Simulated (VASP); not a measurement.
**Ta: single point with PBEsol**

Crystal: Ta.

```xyz
4
Lattice="2.3466 -4.9915 0.0000 2.3466 4.9915 0.0000 0.0000 0.0000 3.1415" Properties=species:S:1:pos:R:3 pbc="T T T"
Ta    2.3466    3.6402    0.0000
Ta    2.3466   -1.3513    1.5707
Ta    2.3466   -3.6402    3.1415
Ta    2.3466    1.3513    1.5707
```

```
Program                : VASP 6.6.1
Task                   : single point
Functional             : PBEsol
Potentials or basis    : VASP PAW PBE potentials, release 64 (Ta_pv)
Cutoff                 : 520 eV
k mesh                 : 4 × 4 × 4
Occupations            : gaussian, width 0.1 eV
Spin                   : no spin polarisation
Dipole correction      : no
Further INCAR settings : ALGO = Normal; EDIFF = 1e-07; NBANDS = 30
```

* Pressure: 0.2 GPa
* Largest force: 0.014 eV/Å
* Band gap on the k mesh: zero (band 22 reaches 6.10 eV, above the bottom of band 23 at 4.78 eV)

Forces in eV/Å, atoms in the order of the input:
```
Ta   0.000  0.014  0.000
Ta   0.000  0.014  0.000
Ta   0.000 -0.014  0.000
Ta   0.000 -0.014  0.000
```

Stress tensor (GPa, compression positive):
```
0.18 0.00 0.00
0.00 0.38 0.00
0.00 0.00 0.11
```

Levels at points of the mesh, in eV from the Fermi level:
```tsv
k point	band 19	band 20	band 21	band 22	band 23	band 24	band 25	band 26
(0.00, 0.00, 0.00)	-1.70	-1.29	-1.09	-0.40	0.02	0.36	2.15	2.30
(0.50, 0.00, 0.00)	-0.78	-0.78	0.07	0.07	0.10	0.10	1.04	1.04
(0.50, 0.50, 0.00)	-1.52	-0.27	0.18	0.32	0.62	0.84	1.08	1.87
(0.00, 0.00, 0.50)	-1.64	-1.64	-0.89	-0.89	0.51	0.51	1.45	1.45
(0.50, 0.00, 0.50)	-2.26	-2.26	0.02	0.02	1.00	1.00	2.25	2.25
(0.50, 0.50, 0.50)	-1.69	-1.69	-1.12	-1.12	0.20	0.20	0.72	0.72
```

Run time: 25 s on 1 thread of Intel(R) Xeon(R) 6975P-C (Granite Rapids), on a shared host, peak memory 0.2 GiB.

Caveat: the k points lie up to 0.50 Å⁻¹ apart; the PAW data sets were made with another functional, which shifts forces and pressure a little; spin-orbit coupling is left out, which moves the levels of the heavy elements.
